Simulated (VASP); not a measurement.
# ZnAu (Pm-3m) in VASP: relaxation of cell and atoms with LDA

Aim: the relaxation of cell and atoms of ZnAu with LDA.

All numbers are computed with VASP 6.6.1; they aren't measurements. Logs are shortened: lines on timing, memory, paths and dates and some standing lists are left out, and cuts for length are marked.

**1. The cell of the first run**

Symmetry: Pm-3m, No. 221, cubic system. Conventional cell: a = 3.187 Å, b = 3.187 Å, c = 3.187 Å, α = 90.00°, β = 90.00°, γ = 90.00°. Within 3.6 Å of Zn (site symmetry m-3m) lie 8 Au at 2.76 Å and 6 Zn at 3.19 Å. Au (site symmetry m-3m) has 8 Zn at 2.76 Å and 6 Au at 3.19 Å within 3.6 Å.

**2. Relaxation of cell and atoms, LDA**

The input, INCAR:

```
SYSTEM = ZnAu
ALGO     = Normal         ! electronic algorithm
EDIFF    = 1E-7           ! SCF threshold, eV
EDIFFG   = -0.005         ! ionic threshold
ENCUT    = 540            ! plane-wave cutoff, eV
GGA_COMPAT= .False.      
IBRION   = 2              ! ionic algorithm
ISIF     = 3              ! what is computed and relaxed
ISMEAR   = 0              ! smearing method
LASPH    = .True.         ! aspherical terms in the spheres
LCHARG   = .False.        ! write CHGCAR
LREAL    = .False.        ! projectors in reciprocal space
LWAVE    = .False.        ! write WAVECAR
NELM     = 120            ! most SCF steps
NELMIN   = 4            
NSW      = 70             ! ionic steps
PREC     = Accurate       ! precision mode
SIGMA    = 0.1            ! smearing width, eV
```

The input, KPOINTS:

```
k-points
0
Gamma
  14 14 14
  0 0 0
```

The input, POSCAR:

```
ZnAu
1.0
    3.1866969189      0.0000000000      0.0000000000
    0.0000000000      3.1866969189      0.0000000000
    0.0000000000      0.0000000000      3.1866969189
Zn Au
1 1
Direct
    0.5000000000      0.5000000000      0.5000000000
    0.0000000000      0.0000000000      0.0000000000
```

Potentials or basis: VASP PAW LDA potentials, release 64 (Zn, Au_sv_GW).

The run is started by

```console
> cat potpaw_LDA.64/Zn/POTCAR potpaw_LDA.64/Au_sv_GW/POTCAR > POTCAR
> mpirun -np 1 vasp_std > vasp.out
```

OUTCAR:

```text
SYSTEM = ZnAu
   EDIFF = 1E-7
   EDIFFG = -0.005
   ENCUT = 540
   IBRION = 2
   ISIF = 3
   ISMEAR = 0
   LASPH = .True.
   LREAL = .False.
   NELM = 120
   NELMIN = 4
   NSW = 70
   PREC = Accurate

 ion  position               nearest neighbor table
   1  0.500  0.500  0.500-   2 2.76   2 2.76   2 2.76   2 2.76   2 2.76   2 2.76   2 2.76   2 2.76

   2  0.000  0.000  0.000-   1 2.76   1 2.76   1 2.76   1 2.76   1 2.76   1 2.76   1 2.76   1 2.76

  LATTYP: Found a simple cubic cell.
 ALAT       =     3.1866969189

  Lattice vectors:

 A1 = (   3.1866969189,   0.0000000000,   0.0000000000)
 A2 = (   0.0000000000,   3.1866969189,   0.0000000000)
 A3 = (   0.0000000000,   0.0000000000,   3.1866969189)

Analysis of symmetry for initial positions (statically):
=====================================================================
 Subroutine PRICEL returns:
 Original cell was already a primitive cell.

 Routine SETGRP: Setting up the symmetry group for a
 simple cubic supercell.

 Subroutine GETGRP returns: Found 48 space group operations
 (whereof 48 operations were pure point group operations)
 out of a pool of 48 trial point group operations.

The static configuration has the point symmetry O_h .

Analysis of symmetry for dynamics (positions and initial velocities):
=====================================================================
 Subroutine PRICEL returns:
 Original cell was already a primitive cell.

 Routine SETGRP: Setting up the symmetry group for a
 simple cubic supercell.

 Subroutine GETGRP returns: Found 48 space group operations
 (whereof 48 operations were pure point group operations)
 out of a pool of 48 trial point group operations.

The dynamic configuration has the point symmetry O_h .

 Subroutine INISYM returns: Found 48 space group operations
 (whereof 48 operations are pure point group operations),
 and found     1 'primitive' translations

----------------------------------------------------------------------------------------

                                     Primitive cell

  volume of cell :      32.3610

  direct lattice vectors                    reciprocal lattice vectors
     3.186696919  0.000000000  0.000000000     0.313804552  0.000000000  0.000000000
     0.000000000  3.186696919  0.000000000     0.000000000  0.313804552  0.000000000
     0.000000000  0.000000000  3.186696919     0.000000000  0.000000000  0.313804552

  length of vectors
     3.186696919  3.186696919  3.186696919     0.313804552  0.313804552  0.313804552

  position of ions in fractional coordinates (direct lattice)
     0.500000000  0.500000000  0.500000000
     0.000000000  0.000000000  0.000000000

  ion indices of the primitive-cell ions
   primitive index   ion index
                 1           1
                 2           2

----------------------------------------------------------------------------------------

 KPOINTS: k-points

Automatic generation of k-mesh.
 Grid dimensions read from file:
 generate k-points for:   14   14   14

 Generating k-lattice:

  Cartesian coordinates                     Fractional coordinates (reciprocal lattice)
     0.022414611  0.000000000  0.000000000     0.071428571  0.000000000  0.000000000
     0.000000000  0.022414611  0.000000000     0.000000000  0.071428571  0.000000000
     0.000000000  0.000000000  0.022414611     0.000000000  0.000000000  0.071428571

  Length of vectors
     0.022414611  0.022414611  0.022414611

  Shift w.r.t. Gamma in fractional coordinates (k-lattice)
     0.000000000  0.000000000  0.000000000

 Subroutine IBZKPT returns following result:
 ===========================================

 Found    120 irreducible k-points:

 Following reciprocal coordinates:
            Coordinates               Weight
  0.000000  0.000000  0.000000      1.000000
  0.071429  0.000000  0.000000      6.000000
  0.142857  0.000000  0.000000      6.000000
  0.214286  0.000000  0.000000      6.000000
  0.285714  0.000000  0.000000      6.000000
  0.357143  0.000000  0.000000      6.000000
[... 16 lines left out ...]
  0.285714  0.214286  0.000000     24.000000
  0.357143  0.214286  0.000000     24.000000
 [... further k-points ...]
   k-points           NKPTS =    120   k-points in BZ     NKDIM =    120   number of bands    NBANDS=     19
   number of dos      NEDOS =    301   number of ions     NIONS =      2
   total plane-waves  NPLWV =  13824
   dimension x,y,z NGX =    24 NGY =   24 NGZ =   24
   dimension x,y,z NGXF=    48 NGYF=   48 NGZF=   48
   ions per type =               1   1
   NGX,Y,Z   is equivalent  to a cutoff of  12.52, 12.52, 12.52 a.u.
   NGXF,Y,Z  is equivalent  to a cutoff of  25.04, 25.04, 25.04 a.u.
 SYSTEM =  ZnAu
   PREC   = accura    normal or accurate (medium, high low for compatibility)
   ISTART =      0    job   : 0-new  1-cont  2-samecut
   ICHARG =      2    charge: 1-file 2-atom 10-const
   ISPIN  =      1    spin polarized calculation?
   LNONCOLLINEAR =      F non collinear calculations
   LSORBIT =      F    spin-orbit coupling
   LASPH  =      T    aspherical Exc in radial PAW
   ENCUT  =  540.0 eV  39.69 Ry    6.30 a.u.   6.04  6.04  6.04*2*pi/ulx,y,z
   NELM   =    120;   NELMIN=  4; NELMDL= -5     # of ELM steps
   EDIFF  = 0.1E-06   stopping-criterion for ELM
   LREAL  =      F    real-space projection
   EDIFFG = -.5E-02   stopping-criterion for IOM
   NSW    =     70    number of steps for IOM
   IBRION =      2    ionic relax: 0-MD 1-quasi-New 2-CG
   NFREE  =      1    steps in history (QN), initial steepest desc. (CG)
   ISIF   =      3    stress and relaxation
   ISYM   =      2    0-nonsym 1-usesym 2-fastsym
   POTIM  = 0.5000    time-step for ionic-motion
   TEBEG  =    0.0;   TEEND  =   0.0 temperature during run
   PSTRESS=    0.0 pullay stress
   NELECT =      31.0000    total number of electrons
   NUPDOWN=      -1.0000    fix difference up-down
   EMIN   =  10.00;   EMAX   =-10.00  energy-range for DOS
   EFERMI =   0.00;   METHOD = LEGACY
   ISMEAR =     0;   SIGMA  =   0.10  broadening in eV -4-tet -1-fermi 0-gaus
   EFERMI_NEDOS =   21; number of points for ismear=-14 and -15
   IALGO  =     38    algorithm
   IMIX   =      4    mixing-type and parameters
     AMIX     =   0.40;   BMIX     =  1.00
     AMIX_MAG =   1.60;   BMIX_MAG =  1.00
  volume/ion in A,a.u.               =      16.18       109.19
  Fermi-wavevector in a.u.,A,eV,Ry     =   1.613818  3.049674 35.435142  2.604409
  Thomas-Fermi vector in A             =   2.708827
   LORBIT       =      0    0 simple, 1 ext, 2 COOP (PROOUT), +10 PAW based schemes
   GGA     = CA    functional components
   LHFCALC =     F    Hartree Fock is set to
   AEXX    =    0.0000 exact exchange contribution
   IVDW    =     0    specifies the selected vdW correction
   LEPSILON=     F    determine dielectric tensor
   LRPA    =     F    only Hartree local field effects (RPA)
 conjugate gradient relaxation of ions
 non-spin polarized calculation
 Gauss-broadening in eV      SIGMA  =   0.10
  energy-cutoff  :      540.00
  volume of cell :       32.36
 maximum number of plane-waves:       942
   NGX = 13   NGY = 13   NGZ = 13

--------------------------------------- Ionic step        1  -------------------------------------------

 number of electron      31.0000045 magnetization

 Free energy of the ion-electron system (eV)
  ---------------------------------------------------
  ext. energy  EPLUGINS =         0.00000000
  ---------------------------------------------------
  free energy    TOTEN  =        -6.01307968 eV

  energy without entropy =       -6.00955184  energy(sigma->0) =       -6.01131576

 E-fermi :   5.9892     XC(G=0): -12.8219

 val. band max:        5.9744192105   @ k =   0.3571   0.2857   0.0714
 cond. band min:       6.0091235763   @ k =   0.3571   0.3571   0.0714
 fundamental gap:      0.0347043659
 Fermi energy:         5.9891678109

 k-point     1 :       0.0000    0.0000    0.0000
  band No.  band energies     occupation
      1     -99.7696      2.00000
      2     -51.3479      2.00000
      3     -51.3479      2.00000
      4     -51.3479      2.00000
      5      -4.2820      2.00000
      6      -1.9982      2.00000
[... 11 lines left out ...]
     18      10.8967      0.00000
     19      14.2837      0.00000
[... 489 lines left out ...]
      3     -51.3590      2.00000
      4     -51.3445      2.00000
      5      -2.1428      2.00000
      6      -1.7518      2.00000
[... 11 lines left out ...]
     18      14.3374      0.00000
     19      15.0118      0.00000

 [... further k-points ...]

------------------------ aborting loop because EDIFF is reached ----------------------------------------

  FORCE on cell =-STRESS in cart. coord.  units (eV):
  Direction    XX          YY          ZZ          XY          YZ          ZX
  --------------------------------------------------------------------------------------
  -------------------------------------------------------------------------------------
  Total       -2.1367723     -2.1367723     -2.1367723     -0.0000000     -0.0000000      0.0000000
  in kB     -105.7904675   -105.7904675   -105.7904675     -0.0000000     -0.0000000      0.0000000
  external PRESSURE =    -105.7904675 kB  Pullay stress =       0.0000000 kB
[... 165 lines left out ...]
  energy  without entropy=       -6.1011928012  energy(sigma->0) =       -6.10304286

--------------------------------------- Ionic step        6  -------------------------------------------

 number of electron      30.9999963 magnetization

 Free energy of the ion-electron system (eV)
  ---------------------------------------------------
  ext. energy  EPLUGINS =         0.00000000
  ---------------------------------------------------
  free energy    TOTEN  =        -6.10489794 eV

  energy without entropy =       -6.10120019  energy(sigma->0) =       -6.10304907

 E-fermi :   7.0169     XC(G=0): -13.3184

 val. band max:        7.0021772532   @ k =   0.5000   0.5000   0.2143
 cond. band min:       7.0233637290   @ k =   0.4286   0.4286   0.3571
 fundamental gap:      0.0211864758
 Fermi energy:         7.0169136389

 k-point     1 :       0.0000    0.0000    0.0000
  band No.  band energies     occupation
      1     -99.0375      2.00000
      2     -50.6191      2.00000
      3     -50.6191      2.00000
      4     -50.6191      2.00000
      5      -4.0572      2.00000
      6      -1.4117      2.00000
[... 11 lines left out ...]
     18      12.0160      0.00000
     19      16.3302      0.00000
[... 489 lines left out ...]
      3     -50.6352      2.00000
      4     -50.6145      2.00000
      5      -1.6822      2.00000
      6      -1.0912      2.00000
[... 11 lines left out ...]
     18      15.8184      0.00000
     19      16.5106      0.00000

 [... further k-points ...]

------------------------ aborting loop because EDIFF is reached ----------------------------------------

  FORCE on cell =-STRESS in cart. coord.  units (eV):
  Direction    XX          YY          ZZ          XY          YZ          ZX
  --------------------------------------------------------------------------------------
  -------------------------------------------------------------------------------------
  Total        0.0001815      0.0001815      0.0001815     -0.0000000     -0.0000000     -0.0000000
  in kB        0.0097550      0.0097550      0.0097550     -0.0000000     -0.0000000     -0.0000000
  external PRESSURE =       0.0097550 kB  Pullay stress =       0.0000000 kB
[... 17 lines left out ...]
  FREE ENERGIE OF THE ION-ELECTRON SYSTEM (eV)
  ---------------------------------------------------
  free  energy   TOTEN  =        -6.1048979410 eV

  energy  without entropy=       -6.1012001948  energy(sigma->0) =       -6.10304907

 reached required accuracy - stopping structural energy minimisation
```

Wall time 80 s (1 thread of Intel Xeon 6975P-C (Granite Rapids), shared host); peak memory 0.21 GiB.

Results:

```
Free energy                           : -6.1049 eV
Relaxed volume                        : 14.90 Å³/atom
Relaxed cell                          : a = 3.100 Å, b = 3.100 Å, c = 3.100 Å, α = 90.00°, β = 90.00°, γ = 90.00°
Space group after relaxing (to 0.1 Å) : Pm-3m (No. 221)
Energy gained by relaxing             : 45.9 meV/atom
Ionic steps                           : 6
Pressure after relaxing               : 0.0 GPa
Band gap on the k mesh                : zero (an odd number of electrons rules out a gap without spin polarisation)
```

Step by step:
```
step  energy change (eV)  largest force (eV/Å)  pressure (GPa)  volume (Å³)
   1              0.0000                0.0000          -10.58        32.36
   2              0.0019                0.0000           14.84        27.61
   3             -0.0918                0.0000           -0.15        29.84
   4             -0.0918                0.0000            0.09        29.79
   5             -0.0918                0.0000           -0.10        29.82
   6             -0.0918                0.0000            0.00        29.80
```

Final structure:
```
Zn Au
1.0
     3.10042    0.00000    0.00000
     0.00000    3.10042    0.00000
     0.00000    0.00000    3.10042
Zn Au
1 1
Direct
  0.50000 0.50000 0.50000
  0.00000 0.00000 0.00000
```

Levels at points of the mesh, in eV from the Fermi level:
```
           k point  band 13  band 14  band 15  band 16  band 17  band 18  band 19
(0.00, 0.00, 0.00)    -3.83    -3.83    -3.83     5.00     5.00     5.00     9.31
(0.50, 0.00, 0.00)    -5.13    -5.13    -4.01    -2.39    10.58    11.43    11.43
(0.50, 0.50, 0.00)    -4.19    -3.21    -2.18    -2.18     1.00     2.71    10.50
(0.50, 0.50, 0.50)    -3.15    -3.15     1.38     3.82     3.82     3.82     3.85
```

Caveat: spin-orbit coupling is left out, which moves the levels of the heavy elements. Zero-point motion and thermal expansion aren't in these numbers.

The gap in the log of VASP goes by the Fermi energy; the results here count the filled bands.